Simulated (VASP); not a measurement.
# Ir (Im-3m) in VASP: a series of runs, part 3 of 3

VASP 6.6.1. Earlier steps stand in the parts before.

### Step 5. Single point, PBE

This run uses another cell than the first one, of 14.47 Å³/atom, 0.941 times its volume.

Contents of INCAR:

```
SYSTEM = Ir
PREC     = Accurate       ! precision mode
ENCUT    = 520            ! plane-wave cutoff, eV
EDIFF    = 1E-6           ! SCF threshold, eV
ISMEAR   = -1             ! smearing method
SIGMA    = 0.06122561905347299 ! smearing width, eV
LREAL    = .FALSE.        ! projectors in reciprocal space
LASPH    = .TRUE.         ! aspherical terms in the spheres
NELM     = 80             ! most SCF steps
ALGO     = Normal         ! electronic algorithm
ISIF     = 2              ! what is computed and relaxed
LWAVE    = .FALSE.        ! write WAVECAR
LCHARG   = .FALSE.        ! write CHGCAR
GGA      = PE             ! functional
NBANDS   = 10             ! bands
```

Contents of KPOINTS:

```
Automatic mesh
0
G
  49 49 49
  0 0 0
```

Contents of POSCAR:

```
Ir
1.0
   -1.5350793637      1.5350793637      1.5350793637
    1.5350793637     -1.5350793637      1.5350793637
    1.5350793637      1.5350793637     -1.5350793637
Ir
1
Direct
    0.0000000000      0.0000000000      0.0000000000
```

Potentials or basis: VASP PAW PBE potentials, release 64 (Ir).

On the command line:

```console
> cat potpaw_PBE.64/Ir/POTCAR > POTCAR
> mpirun -np 1 vasp_std > vasp.out
```

OUTCAR:

```text
SYSTEM = Ir
   PREC = Accurate
   ENCUT = 520
   EDIFF = 1E-6
   ISMEAR = -1
   LREAL = .FALSE.
   LASPH = .TRUE.
   NELM = 80
   ISIF = 2
   GGA = PE

 ion  position               nearest neighbor table
   1  0.000  0.000  0.000-

  LATTYP: Found a body centered cubic cell.
 ALAT       =     3.0701587274

  Lattice vectors:

 A1 = (  -1.5350793637,   1.5350793637,   1.5350793637)
 A2 = (   1.5350793637,  -1.5350793637,   1.5350793637)
 A3 = (   1.5350793637,   1.5350793637,  -1.5350793637)

Analysis of symmetry for initial positions (statically):
=====================================================================
 Subroutine PRICEL returns:
 Original cell was already a primitive cell.

 Routine SETGRP: Setting up the symmetry group for a
 body centered cubic supercell.

 Subroutine GETGRP returns: Found 48 space group operations
[... 9 lines left out ...]

 Routine SETGRP: Setting up the symmetry group for a
 body centered cubic supercell.

 Subroutine GETGRP returns: Found 48 space group operations
[... 11 lines left out ...]
                                     Primitive cell

  volume of cell :      14.4695

  direct lattice vectors                    reciprocal lattice vectors
    -1.535079364  1.535079364  1.535079364     0.000000000  0.325716059  0.325716059
     1.535079364 -1.535079364  1.535079364     0.325716059  0.000000000  0.325716059
     1.535079364  1.535079364 -1.535079364     0.325716059  0.325716059  0.000000000

  length of vectors
     2.658835452  2.658835452  2.658835452     0.460632068  0.460632068  0.460632068

  position of ions in fractional coordinates (direct lattice)
     0.000000000  0.000000000  0.000000000

  ion indices of the primitive-cell ions
   primitive index   ion index
                 1           1

----------------------------------------------------------------------------------------

 KPOINTS: Automatic mesh

Automatic generation of k-mesh.
 Grid dimensions read from file:
 generate k-points for:   49   49   49

 Generating k-lattice:

  Cartesian coordinates                     Fractional coordinates (reciprocal lattice)
     0.000000000  0.006647267  0.006647267     0.020408163  0.000000000  0.000000000
     0.006647267  0.000000000  0.006647267     0.000000000  0.020408163  0.000000000
     0.006647267  0.006647267  0.000000000     0.000000000  0.000000000  0.020408163

  Length of vectors
     0.009400654  0.009400654  0.009400654

  Shift w.r.t. Gamma in fractional coordinates (k-lattice)
     0.000000000  0.000000000  0.000000000

 Subroutine IBZKPT returns following result:
 ===========================================

 Found   2925 irreducible k-points:

 Following reciprocal coordinates:
            Coordinates               Weight
  0.000000  0.000000  0.000000      1.000000
  0.020408  0.000000  0.000000     12.000000
  0.040816  0.000000  0.000000     12.000000
  0.061224  0.000000  0.000000     12.000000
  0.081633  0.000000  0.000000     12.000000
  0.102041  0.000000  0.000000     12.000000
[... 16 lines left out ...]
  0.448980  0.000000  0.000000     12.000000
  0.469388  0.000000  0.000000     12.000000
 [... further k-points ...]
   k-points           NKPTS =   2925   k-points in BZ     NKDIM =   2925   number of bands    NBANDS=     10
   number of dos      NEDOS =    301   number of ions     NIONS =      1
   total plane-waves  NPLWV =   8000
   dimension x,y,z NGX =    20 NGY =   20 NGZ =   20
   dimension x,y,z NGXF=    40 NGYF=   40 NGZF=   40
   ions per type =               1
   NGX,Y,Z   is equivalent  to a cutoff of  12.51, 12.51, 12.51 a.u.
   NGXF,Y,Z  is equivalent  to a cutoff of  25.01, 25.01, 25.01 a.u.
 SYSTEM =  Ir
   PREC   = accura    normal or accurate (medium, high low for compatibility)
   ISTART =      0    job   : 0-new  1-cont  2-samecut
   ICHARG =      2    charge: 1-file 2-atom 10-const
   ISPIN  =      1    spin polarized calculation?
   LNONCOLLINEAR =      F non collinear calculations
   LSORBIT =      F    spin-orbit coupling
   LASPH  =      T    aspherical Exc in radial PAW
   ENCUT  =  520.0 eV  38.22 Ry    6.18 a.u.   4.94  4.94  4.94*2*pi/ulx,y,z
   NELM   =     80;   NELMIN=  2; NELMDL= -5     # of ELM steps
   EDIFF  = 0.1E-05   stopping-criterion for ELM
   LREAL  =      F    real-space projection
   EDIFFG = 0.1E-04   stopping-criterion for IOM
   NSW    =      0    number of steps for IOM
   IBRION =     -1    ionic relax: 0-MD 1-quasi-New 2-CG
   NFREE  =      0    steps in history (QN), initial steepest desc. (CG)
   ISIF   =      2    stress and relaxation
   ISYM   =      2    0-nonsym 1-usesym 2-fastsym
   POTIM  = 0.5000    time-step for ionic-motion
   TEBEG  =    0.0;   TEEND  =   0.0 temperature during run
   PSTRESS=    0.0 pullay stress
   NELECT =       9.0000    total number of electrons
   NUPDOWN=      -1.0000    fix difference up-down
   EMIN   =  10.00;   EMAX   =-10.00  energy-range for DOS
   EFERMI =   0.00;   METHOD = LEGACY
   ISMEAR =    -1;   SIGMA  =   0.06  broadening in eV -4-tet -1-fermi 0-gaus
   EFERMI_NEDOS =   21; number of points for ismear=-14 and -15
   IALGO  =     38    algorithm
   IMIX   =      4    mixing-type and parameters
     AMIX     =   0.40;   BMIX     =  1.00
     AMIX_MAG =   1.60;   BMIX_MAG =  1.00
  volume/ion in A,a.u.               =      14.47        97.64
  Fermi-wavevector in a.u.,A,eV,Ry     =   1.397456  2.640809 26.570593  1.952884
  Thomas-Fermi vector in A             =   2.520711
   LORBIT       =      0    0 simple, 1 ext, 2 COOP (PROOUT), +10 PAW based schemes
   GGA     = PE    functional components
   LHFCALC =     F    Hartree Fock is set to
   AEXX    =    0.0000 exact exchange contribution
   IVDW    =     0    specifies the selected vdW correction
   LEPSILON=     F    determine dielectric tensor
   LRPA    =     F    only Hartree local field effects (RPA)
 non-spin polarized calculation
  energy-cutoff  :      520.00
  volume of cell :       14.47
 maximum number of plane-waves:       404
   NGX =  9   NGY =  9   NGZ =  9

 number of electron       8.9999999 magnetization

 Free energy of the ion-electron system (eV)
  ---------------------------------------------------
  ext. energy  EPLUGINS =         0.00000000
  ---------------------------------------------------
  free energy    TOTEN  =        -8.20464756 eV

  energy without entropy =       -8.17281780  energy(sigma->0) =       -8.18873268

 E-fermi :   9.7823     XC(G=0): -13.8351

 val. band max:        9.7822434147   @ k =   0.3061   0.2653   0.1224
 cond. band min:       9.7824585540   @ k =   0.3061   0.1429   0.1429
 fundamental gap:      0.0002151393
 Fermi energy:         9.7822895774

 k-point     1 :       0.0000    0.0000    0.0000
  band No.  band energies     occupation
      1      -0.8491      2.00000
      2       6.1748      2.00000
      3       6.1748      2.00000
      4       6.1748      2.00000
      5       9.2399      1.99972
      6       9.2399      1.99972
      7      26.7336      0.00000
      8      26.7336      0.00000
      9      26.7336      0.00000
     10      37.7119      0.00000

 k-point     2 :       0.0204    0.0000    0.0000
  band No.  band energies     occupation
      1      -0.8298      2.00000
      2       6.1658      2.00000
      3       6.1745      2.00000
      4       6.1919      2.00000
      5       9.2267      1.99977
      6       9.2405      1.99971
      7      26.7460      0.00000
      8      26.7619      0.00000
      9      26.7639      0.00000
     10      37.4013      0.00000

 k-point     3 :       0.0408    0.0000    0.0000
  band No.  band energies     occupation
      1      -0.7721      2.00000
      2       6.1388      2.00000
      3       6.1731      2.00000
      4       6.2429      2.00000
      5       9.1885      1.99988
      6       9.2422      1.99971
      7      26.7819      0.00000
      8      26.8440      0.00000
      9      26.8544      0.00000
     10      36.7537      0.00000
[... 248 lines left out ...]
 k-point    23 :       0.4490    0.0000    0.0000
  band No.  band energies     occupation
      1       2.2762      2.00000
      2       4.3729      2.00000
      3       8.8382      2.00000
      4       9.4710      1.98770
      5       9.7208      1.46410
      6      11.8235      0.00000
      7      18.4147      0.00000
      8      23.0157      0.00000
      9      27.1622      0.00000
     10      34.8338      0.00000

 k-point    24 :       0.4694    0.0000    0.0000
  band No.  band energies     occupation
      1       2.2659      2.00000
      2       4.3474      2.00000
      3       8.9950      1.99999
      4       9.6046      1.89587
      5       9.7360      1.36088
      6      11.9739      0.00000
      7      18.0481      0.00000
      8      22.9126      0.00000
      9      26.9189      0.00000
     10      34.7349      0.00000

 [... further k-points ...]
[... 5 lines left out ...]
  --------------------------------------------------------------------------------------
  -------------------------------------------------------------------------------------
  Total        1.2652160      1.2652160      1.2652160     -0.0000000     -0.0000000      0.0000000
  in kB      140.0950437    140.0950437    140.0950437     -0.0000000     -0.0000000      0.0000000
  external PRESSURE =     140.0950437 kB  Pullay stress =       0.0000000 kB

 VOLUME and BASIS-vectors are now :
 -----------------------------------------------------------------------------
  energy-cutoff  :      520.00
  volume of cell :       14.47
      direct lattice vectors                 reciprocal lattice vectors
    -1.535079364  1.535079364  1.535079364     0.000000000  0.325716059  0.325716059
     1.535079364 -1.535079364  1.535079364     0.325716059  0.000000000  0.325716059
     1.535079364  1.535079364 -1.535079364     0.325716059  0.325716059  0.000000000

 POSITION                                       TOTAL-FORCE (eV/Angst)
 -----------------------------------------------------------------------------------
      0.00000      0.00000      0.00000         0.000000     -0.000000     -0.000000
 -----------------------------------------------------------------------------------
    total drift:                               -0.000000     -0.000000      0.000000

  FREE ENERGIE OF THE ION-ELECTRON SYSTEM (eV)
  ---------------------------------------------------
  free  energy   TOTEN  =        -8.2046475575 eV

  energy  without entropy=       -8.1728177950  energy(sigma->0) =       -8.18873268
```

Wall time 8.6 min (1 thread of Oxide Virtual Turin-like, shared host); peak memory 0.49 GiB.

What came out:

- Free energy: -8.2046 eV
- Pressure: 14.0 GPa

Caveat: spin-orbit coupling is left out, which moves the levels of the heavy elements.

### Step 6. Summary

```csv
cell,gap on the mesh (eV),pressure (GPa)
"a = 2.713 Å, angles 109.5°, 1 atom",none,-5.8
"a = 2.731 Å, angles 109.5°, 1 atom",none,-10.9
"a = 2.640 Å, angles 109.5°, 1 atom",none,22.4
"a = 2.659 Å, angles 109.5°, 1 atom",none,14.0
```

Alike in all rows: task single point; level PBE; potentials or basis VASP PAW PBE potentials, release 64 (Ir); no spin polarisation; k mesh 49 × 49 × 49; cutoff (eV) 520; smearing fermi-dirac 0.0612256 eV.

Caveats: spin-orbit coupling is left out, which moves the levels of the heavy elements.

Total energies depend on the potentials used, so only differences within one code and one set of settings carry meaning.
